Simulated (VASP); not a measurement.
# Zr (Fm-3m) in VASP: further runs

The runs below take Zr through single point, with PBE.

Program: VASP 6.6.1. These are calculated values, not measurements. Logs are shortened: lines on timing, memory, paths and dates and some standing lists are left out, and cuts for length are marked.

## 1. The cell of the first run

The structure is cubic, space group Fm-3m (No. 225). Conventional cell: a = 4.528 Å, b = 4.528 Å, c = 4.528 Å, α = 90.00°, β = 90.00°, γ = 90.00°. Within 4.2 Å of Zr (site symmetry m-3m) lie 12 Zr at 3.20 Å.

## 2. Single point, PBE

File INCAR:

```
SYSTEM = Zr
PREC = Accurate
ENCUT = 520
EDIFF = 1E-7
ISMEAR = -1
SIGMA = 0.1
LREAL = .False.
LASPH = .True.
NELM = 100
ALGO = Normal
ISIF = 2
LWAVE = .False.
LCHARG = .False.
GGA = PE
NBANDS = 12
```

File KPOINTS:

```
Automatic mesh
0
Gamma
  20 20 20
  0 0 0
```

File POSCAR:

```
Zr
1.0
    0.0000000000      2.2639384056      2.2639384056
    2.2639384056      0.0000000000      2.2639384056
    2.2639384056      2.2639384056      0.0000000000
Zr
1
Direct
    0.0000000000      0.0000000000      0.0000000000
```

Potentials or basis: VASP PAW PBE potentials, release 64 (Zr_sv).

Command:

```bash
$ cat potpaw_PBE.64/Zr_sv/POTCAR > POTCAR
$ mpirun -np 1 vasp_std > vasp.out
```

OUTCAR:

```text
SYSTEM = Zr
   PREC = Accurate
   ENCUT = 520
   EDIFF = 1E-7
   ISMEAR = -1
   LREAL = .False.
   LASPH = .True.
   NELM = 100
   ISIF = 2
   GGA = PE

 ion  position               nearest neighbor table
   1  0.000  0.000  0.000-

  LATTYP: Found a face centered cubic cell.
 ALAT       =     4.5278768112

  Lattice vectors:

 A1 = (   0.0000000000,   2.2639384056,   2.2639384056)
 A2 = (   2.2639384056,   0.0000000000,   2.2639384056)
 A3 = (   2.2639384056,   2.2639384056,   0.0000000000)

Analysis of symmetry for initial positions (statically):
=====================================================================
 Subroutine PRICEL returns:
 Original cell was already a primitive cell.

 Routine SETGRP: Setting up the symmetry group for a
 face centered cubic supercell.

 Subroutine GETGRP returns: Found 48 space group operations
 (whereof 48 operations were pure point group operations)
 out of a pool of 48 trial point group operations.

The static configuration has the point symmetry O_h .

Analysis of symmetry for dynamics (positions and initial velocities):
=====================================================================
 Subroutine PRICEL returns:
 Original cell was already a primitive cell.

 Routine SETGRP: Setting up the symmetry group for a
 face centered cubic supercell.

 Subroutine GETGRP returns: Found 48 space group operations
 (whereof 48 operations were pure point group operations)
 out of a pool of 48 trial point group operations.

The dynamic configuration has the point symmetry O_h .

 Subroutine INISYM returns: Found 48 space group operations
 (whereof 48 operations are pure point group operations),
 and found     1 'primitive' translations

----------------------------------------------------------------------------------------

                                     Primitive cell

  volume of cell :      23.2073

  direct lattice vectors                    reciprocal lattice vectors
     0.000000000  2.263938406  2.263938406    -0.220854065  0.220854065  0.220854065
     2.263938406  0.000000000  2.263938406     0.220854065 -0.220854065  0.220854065
     2.263938406  2.263938406  0.000000000     0.220854065  0.220854065 -0.220854065

  length of vectors
     3.201692398  3.201692398  3.201692398     0.382530462  0.382530462  0.382530462

  position of ions in fractional coordinates (direct lattice)
     0.000000000  0.000000000  0.000000000

  ion indices of the primitive-cell ions
   primitive index   ion index
                 1           1

----------------------------------------------------------------------------------------

 KPOINTS: Automatic mesh

Automatic generation of k-mesh.
 Grid dimensions read from file:
 generate k-points for:   20   20   20

 Generating k-lattice:

  Cartesian coordinates                     Fractional coordinates (reciprocal lattice)
    -0.011042703  0.011042703  0.011042703     0.050000000  0.000000000  0.000000000
     0.011042703 -0.011042703  0.011042703     0.000000000  0.050000000  0.000000000
     0.011042703  0.011042703 -0.011042703     0.000000000  0.000000000  0.050000000

  Length of vectors
     0.019126523  0.019126523  0.019126523

  Shift w.r.t. Gamma in fractional coordinates (k-lattice)
     0.000000000  0.000000000  0.000000000

 Subroutine IBZKPT returns following result:
 ===========================================

 Found    256 irreducible k-points:

 Following reciprocal coordinates:
            Coordinates               Weight
  0.000000  0.000000  0.000000      1.000000
  0.050000  0.000000  0.000000      8.000000
  0.100000  0.000000  0.000000      8.000000
  0.150000  0.000000  0.000000      8.000000
  0.200000  0.000000  0.000000      8.000000
  0.250000  0.000000  0.000000      8.000000
[... 16 lines left out ...]
 -0.400000  0.050000  0.000000     24.000000
 -0.350000  0.050000  0.000000     24.000000
 [... further k-points ...]
   k-points           NKPTS =    256   k-points in BZ     NKDIM =    256   number of bands    NBANDS=     12
   number of dos      NEDOS =    301   number of ions     NIONS =      1
   total plane-waves  NPLWV =  13824
   dimension x,y,z NGX =    24 NGY =   24 NGZ =   24
   dimension x,y,z NGXF=    48 NGYF=   48 NGZF=   48
   ions per type =               1
   NGX,Y,Z   is equivalent  to a cutoff of  12.46, 12.46, 12.46 a.u.
   NGXF,Y,Z  is equivalent  to a cutoff of  24.92, 24.92, 24.92 a.u.
 SYSTEM =  Zr
   PREC   = accura    normal or accurate (medium, high low for compatibility)
   ISTART =      0    job   : 0-new  1-cont  2-samecut
   ICHARG =      2    charge: 1-file 2-atom 10-const
   ISPIN  =      1    spin polarized calculation?
   LNONCOLLINEAR =      F non collinear calculations
   LSORBIT =      F    spin-orbit coupling
   LASPH  =      T    aspherical Exc in radial PAW
   ENCUT  =  520.0 eV  38.22 Ry    6.18 a.u.   5.95  5.95  5.95*2*pi/ulx,y,z
   NELM   =    100;   NELMIN=  2; NELMDL= -5     # of ELM steps
   EDIFF  = 0.1E-06   stopping-criterion for ELM
   LREAL  =      F    real-space projection
   EDIFFG = 0.1E-05   stopping-criterion for IOM
   NSW    =      0    number of steps for IOM
   IBRION =     -1    ionic relax: 0-MD 1-quasi-New 2-CG
   NFREE  =      0    steps in history (QN), initial steepest desc. (CG)
   ISIF   =      2    stress and relaxation
   ISYM   =      2    0-nonsym 1-usesym 2-fastsym
   POTIM  = 0.5000    time-step for ionic-motion
   TEBEG  =    0.0;   TEEND  =   0.0 temperature during run
   PSTRESS=    0.0 pullay stress
   NELECT =      12.0000    total number of electrons
   NUPDOWN=      -1.0000    fix difference up-down
   EMIN   =  10.00;   EMAX   =-10.00  energy-range for DOS
   EFERMI =   0.00;   METHOD = LEGACY
   ISMEAR =    -1;   SIGMA  =   0.10  broadening in eV -4-tet -1-fermi 0-gaus
   EFERMI_NEDOS =   21; number of points for ismear=-14 and -15
   IALGO  =     38    algorithm
   IMIX   =      4    mixing-type and parameters
     AMIX     =   0.40;   BMIX     =  1.00
     AMIX_MAG =   1.60;   BMIX_MAG =  1.00
  volume/ion in A,a.u.               =      23.21       156.61
  Fermi-wavevector in a.u.,A,eV,Ry     =   1.313996  2.483092 23.491614  1.726585
  Thomas-Fermi vector in A             =   2.444280
   LORBIT       =      0    0 simple, 1 ext, 2 COOP (PROOUT), +10 PAW based schemes
   GGA     = PE    functional components
   LHFCALC =     F    Hartree Fock is set to
   AEXX    =    0.0000 exact exchange contribution
   IVDW    =     0    specifies the selected vdW correction
   LEPSILON=     F    determine dielectric tensor
   LRPA    =     F    only Hartree local field effects (RPA)
 non-spin polarized calculation
  energy-cutoff  :      520.00
  volume of cell :       23.21
 maximum number of plane-waves:       638
   NGX = 11   NGY = 11   NGZ = 11

 number of electron      12.0000000 magnetization

 Free energy of the ion-electron system (eV)
  ---------------------------------------------------
  ext. energy  EPLUGINS =         0.00000000
  ---------------------------------------------------
  free energy    TOTEN  =        -8.50634901 eV

  energy without entropy =       -8.45661987  energy(sigma->0) =       -8.48148444

 E-fermi :   8.9181     XC(G=0): -11.0966

 val. band max:        8.9093722137   @ k =  -0.3000   0.2000   0.0000
 cond. band min:       8.9182462178   @ k =   0.2500   0.1000   0.0500
 fundamental gap:      0.0088740040
 Fermi energy:         8.9181379636

 k-point     1 :       0.0000    0.0000    0.0000
  band No.  band energies     occupation
      1     -39.7759      2.00000
      2     -17.2883      2.00000
      3     -17.2883      2.00000
      4     -17.2883      2.00000
      5       3.3655      2.00000
      6       9.9039      0.00010
      7       9.9039      0.00010
      8       9.9039      0.00010
      9      12.3245      0.00000
     10      12.3245      0.00000
     11      19.4253      0.00000
     12      23.6114      0.00000

 k-point     2 :       0.0500    0.0000    0.0000
  band No.  band energies     occupation
      1     -39.7725      2.00000
      2     -17.3137      2.00000
      3     -17.2914      2.00000
      4     -17.2914      2.00000
      5       3.4468      2.00000
      6       9.8274      0.00022
      7       9.9427      0.00007
      8       9.9427      0.00007
      9      12.2849      0.00000
     10      12.2849      0.00000
     11      19.6017      0.00000
     12      23.2276      0.00000

 k-point     3 :       0.1000    0.0000    0.0000
  band No.  band energies     occupation
      1     -39.7625      2.00000
      2     -17.3867      2.00000
      3     -17.3005      2.00000
      4     -17.3005      2.00000
      5       3.6838      2.00000
      6       9.6235      0.00173
      7      10.0469      0.00003
      8      10.0469      0.00003
      9      12.1889      0.00000
     10      12.1889      0.00000
     11      20.0864      0.00000
     12      22.4436      0.00000
[... 286 lines left out ...]
 k-point    23 :      -0.4000    0.0500    0.0000
  band No.  band energies     occupation
      1     -39.6417      2.00000
      2     -18.1896      2.00000
      3     -17.4294      2.00000
      4     -17.4029      2.00000
      5       6.0086      2.00000
      6       9.4997      0.00595
      7       9.8109      0.00027
      8       9.8536      0.00017
      9      13.5646      0.00000
     10      14.0837      0.00000
     11      18.5691      0.00000
     12      20.1387      0.00000

 k-point    24 :      -0.3500    0.0500    0.0000
  band No.  band energies     occupation
      1     -39.6558      2.00000
      2     -18.1006      2.00000
      3     -17.4200      2.00000
      4     -17.3873      2.00000
      5       5.8958      2.00000
      6       9.2006      0.11205
      7       9.8529      0.00017
      8       9.9660      0.00006
      9      13.0673      0.00000
     10      13.7150      0.00000
     11      18.8365      0.00000
     12      21.1021      0.00000

 [... further k-points ...]
[... 5 lines left out ...]
  --------------------------------------------------------------------------------------
  -------------------------------------------------------------------------------------
  Total        0.0250214      0.0250214      0.0250214      0.0000000      0.0000000      0.0000000
  in kB        1.7274234      1.7274234      1.7274234      0.0000000      0.0000000      0.0000000
  external PRESSURE =       1.7274234 kB  Pullay stress =       0.0000000 kB

 VOLUME and BASIS-vectors are now :
 -----------------------------------------------------------------------------
  energy-cutoff  :      520.00
  volume of cell :       23.21
      direct lattice vectors                 reciprocal lattice vectors
     0.000000000  2.263938406  2.263938406    -0.220854065  0.220854065  0.220854065
     2.263938406  0.000000000  2.263938406     0.220854065 -0.220854065  0.220854065
     2.263938406  2.263938406  0.000000000     0.220854065  0.220854065 -0.220854065

 POSITION                                       TOTAL-FORCE (eV/Angst)
 -----------------------------------------------------------------------------------
      0.00000      0.00000      0.00000         0.000000      0.000000      0.000000
 -----------------------------------------------------------------------------------
    total drift:                                0.000000      0.000000     -0.000000

  FREE ENERGIE OF THE ION-ELECTRON SYSTEM (eV)
  ---------------------------------------------------
  free  energy   TOTEN  =        -8.5063490124 eV

  energy  without entropy=       -8.4566198700  energy(sigma->0) =       -8.48148444
```

It took 31 s on 1 thread of Intel Xeon Platinum 8375C at 2.90GHz (Ice Lake), shared host; peak memory 0.19 GiB.

Results:

```
Free energy            : -8.5063 eV
Pressure               : 0.2 GPa
Band gap on the k mesh : zero (band 6 reaches 9.90 eV, above the bottom of band 7 at 8.45 eV)
```

## 3. Single point, PBE (volume scaled by 1.04)

File INCAR:

```
  PREC = Accurate
  ENCUT = 520
  EDIFF = 1E-6
  ISMEAR = -1
  SIGMA = 0.1
  LREAL = False
  LASPH = True
  NELM = 100
  ALGO = Normal
  ISIF = 2
  LWAVE = False
  LCHARG = False
  GGA = PE
  NBANDS = 12
```

File KPOINTS:

```
regular mesh
0
Gamma
  20 20 20
```

File POSCAR:

```
Zr
1.0
    0.0000000000      2.2937304853      2.2937304853
    2.2937304853      0.0000000000      2.2937304853
    2.2937304853      2.2937304853      0.0000000000
Zr
1
Direct
    0.0000000000      0.0000000000      0.0000000000
```

Potentials or basis: VASP PAW PBE potentials, release 64 (Zr_sv).

Command:

```bash
$ cat potpaw_PBE.64/Zr_sv/POTCAR > POTCAR
$ mpirun -np 1 vasp_std > vasp.out
```

Run time: 29 s. Hardware: 1 thread of Intel Xeon Platinum 8375C at 2.90GHz (Ice Lake), shared host; peak memory 0.19 GiB.

It converged, with:

```yaml
Free_energy: -8.4979 eV
Pressure: -3.1 GPa
Band_gap_on_the_k_mesh: zero (band 6 reaches 9.46 eV, above the bottom of band 7 at 8.05 eV)
```

Levels at points of the mesh, in eV from the Fermi level:
| k point | band 4 | band 5 | band 6 | band 7 | band 8 | band 9 |
| --- | --- | --- | --- | --- | --- | --- |
| (0.00, 0.00, 0.00) | -26.34 | -5.48 | 0.97 | 0.97 | 0.97 | 3.27 |
| (0.50, 0.00, 0.00) | -26.45 | -2.84 | 0.81 | 0.81 | 0.98 | 4.96 |
| (0.50, 0.50, 0.00) | -26.64 | -2.83 | -2.05 | 2.80 | 4.96 | 5.44 |

## 4. Single point, PBE (volume scaled by 1.08)

File INCAR:

```
ALGO = Normal
EDIFF = 1E-6
ENCUT = 520
GGA = PE
ISIF = 2
ISMEAR = -1
LASPH = T
LCHARG = F
LREAL = F
LWAVE = F
NBANDS = 12
NELM = 100
PREC = Accurate
SIGMA = 0.1
```

File KPOINTS:

```
k-points
0
Gamma
  20 20 20
```

File POSCAR:

```
Zr
1.0
    0.0000000000      2.3227681310      2.3227681310
    2.3227681310      0.0000000000      2.3227681310
    2.3227681310      2.3227681310      0.0000000000
Zr
1
Direct
    0.0000000000      0.0000000000      0.0000000000
```

Potentials or basis: VASP PAW PBE potentials, release 64 (Zr_sv).

Command:

```bash
$ cat potpaw_PBE.64/Zr_sv/POTCAR > POTCAR
$ mpirun -np 1 vasp_std > vasp.out
```

OUTCAR:

```text
EDIFF = 1E-6
   ENCUT = 520
   GGA = PE
   ISIF = 2
   ISMEAR = -1
   LASPH = T
   LREAL = F
   NELM = 100
   PREC = Accurate

 ion  position               nearest neighbor table
   1  0.000  0.000  0.000-

  LATTYP: Found a face centered cubic cell.
 ALAT       =     4.6455362620

  Lattice vectors:

 A1 = (   0.0000000000,   2.3227681310,   2.3227681310)
 A2 = (   2.3227681310,   0.0000000000,   2.3227681310)
 A3 = (   2.3227681310,   2.3227681310,   0.0000000000)

Analysis of symmetry for initial positions (statically):
=====================================================================
 Subroutine PRICEL returns:
 Original cell was already a primitive cell.

 Routine SETGRP: Setting up the symmetry group for a
 face centered cubic supercell.

 Subroutine GETGRP returns: Found 48 space group operations
 (whereof 48 operations were pure point group operations)
 out of a pool of 48 trial point group operations.

The static configuration has the point symmetry O_h .

Analysis of symmetry for dynamics (positions and initial velocities):
=====================================================================
 Subroutine PRICEL returns:
 Original cell was already a primitive cell.

[... 157 lines left out ...]
 Fermi energy:         8.0826472402

 k-point     1 :       0.0000    0.0000    0.0000
  band No.  band energies     occupation
      1     -40.7710      2.00000
      2     -18.3769      2.00000
      3     -18.3769      2.00000
      4     -18.3769      2.00000
      5       2.6789      2.00000
      6       9.0412      0.00014
      7       9.0412      0.00014
      8       9.0412      0.00014
      9      11.2258      0.00000
     10      11.2258      0.00000
     11      18.4311      0.00000
     12      22.3268      0.00000
[... 331 lines left out ...]
 k-point    24 :      -0.3500    0.0500    0.0000
  band No.  band energies     occupation
      1     -40.6845      2.00000
      2     -19.0064      2.00000
      3     -18.4804      2.00000
      4     -18.4552      2.00000
      5       5.1729      2.00000
      6       8.2521      0.31033
      7       9.0022      0.00020
      8       9.1081      0.00007
      9      11.9063      0.00000
     10      12.4775      0.00000
     11      17.5105      0.00000
     12      19.5626      0.00000

 [... further k-points ...]
[... 5 lines left out ...]
  --------------------------------------------------------------------------------------
  -------------------------------------------------------------------------------------
  Total       -0.9311592     -0.9311592     -0.9311592     -0.0000000     -0.0000000      0.0000000
  in kB      -59.5232898    -59.5232898    -59.5232898     -0.0000000     -0.0000000      0.0000000
  external PRESSURE =     -59.5232898 kB  Pullay stress =       0.0000000 kB

 VOLUME and BASIS-vectors are now :
 -----------------------------------------------------------------------------
  energy-cutoff  :      520.00
  volume of cell :       25.06
      direct lattice vectors                 reciprocal lattice vectors
     0.000000000  2.322768131  2.322768131    -0.215260401  0.215260401  0.215260401
     2.322768131  0.000000000  2.322768131     0.215260401 -0.215260401  0.215260401
     2.322768131  2.322768131  0.000000000     0.215260401  0.215260401 -0.215260401

 POSITION                                       TOTAL-FORCE (eV/Angst)
 -----------------------------------------------------------------------------------
      0.00000      0.00000      0.00000         0.000000      0.000000      0.000000
 -----------------------------------------------------------------------------------
    total drift:                                0.000000      0.000000     -0.000000

  FREE ENERGIE OF THE ION-ELECTRON SYSTEM (eV)
  ---------------------------------------------------
  free  energy   TOTEN  =        -8.4716619991 eV

  energy  without entropy=       -8.4164794881  energy(sigma->0) =       -8.44407074
```

Run time: 31 s. Hardware: 1 thread of Intel Xeon Platinum 8375C at 2.90GHz (Ice Lake), shared host; peak memory 0.19 GiB.

What came out:

- Free energy: -8.4717 eV
- Pressure: -6.0 GPa
- Band gap on the k mesh: zero (band 6 reaches 9.04 eV, above the bottom of band 7 at 7.68 eV)

[end of part 1 of 2]
